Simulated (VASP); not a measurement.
Ni, 2 atoms in the cell. Symmetry: P6_3/mmc, No. 194, hexagonal system. The conventional cell has a = 2.623 Å, b = 2.623 Å, c = 4.316 Å, α = 90.00°, β = 90.00°, γ = 120.00°. Ni (site symmetry -6m2) has 12 Ni at 2.62 to 2.64 Å within 3.5 Å. This isn't the form of Ni at room conditions, which is fcc.

- Program: VASP 6.6.1
- Task: single point
- Functional: BLYP
- Potentials or basis: VASP PAW PBE potentials, release 64 (Ni)
- Cutoff: 520 eV
- k mesh: 16 × 16 × 9
- Occupations: fermi-dirac, width 0.05 eV
- Spin: collinear spin, ferromagnetic start
- Starting moments: [0.657, 0.657] μB
- Dipole correction: no
- Further INCAR settings: ALGO = Normal; EDIFF = 1e-06; NBANDS = 21

Potentials or basis: VASP PAW PBE potentials, release 64 (Ni).

Launch:

```bash
$ cat potpaw_PBE.64/Ni/POTCAR > POTCAR
$ mpirun -np 1 vasp_std > vasp.out
```

Hardware: 1 thread of Intel(R) Xeon(R) Platinum 8488C (Sapphire Rapids), on a shared host.

Question: How long does it take, and how much memory?

Answer: Run time: 80 s on 1 thread of Intel(R) Xeon(R) Platinum 8488C (Sapphire Rapids), on a shared host, peak memory 0.23 GiB. Counts: scf iterations 14, k points 150.
